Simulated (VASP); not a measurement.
A run of VASP 6.6.1:

File INCAR:

```
PREC = Accurate
ENCUT = 520
EDIFF = 1E-6
ISMEAR = 0
SIGMA = 0.15
LREAL = F
LASPH = T
NELM = 80
ALGO = Normal
ISIF = 2
LWAVE = F
LCHARG = F
GGA = PE
IVDW = 12
NBANDS = 18
```

File KPOINTS:

```
regular mesh
0
Gamma
  12 12 8
```

Contents of POSCAR:

```
PtSe2
1.0
    3.7715031150      0.0000000000      0.0000000000
   -1.8857515575      3.5111838211      0.0000000000
    0.0000000000      0.0000000000      4.8219239451
Pt Se
1 2
Direct
    0.0000000000      0.0000000000      0.0000000000
    0.3333333333      0.6666666667      0.2655211092
    0.6666666667      0.3333333333      0.7344788908
```

Potentials or basis: VASP PAW PBE potentials, release 64 (Pt, Se).

Run with:

```console
$ cat potpaw_PBE.64/Pt/POTCAR potpaw_PBE.64/Se/POTCAR > POTCAR
$ mpirun -np 1 vasp_std > vasp.out
```

Hardware: 1 thread of Intel Xeon 8259CL, with other jobs on the host.

Q: Estimate the wall time of this run.

A: Run time: 7 min on 1 thread of Intel Xeon 8259CL, with other jobs on the host, peak memory 0.48 GiB. Counts: scf iterations 13, k points 320.
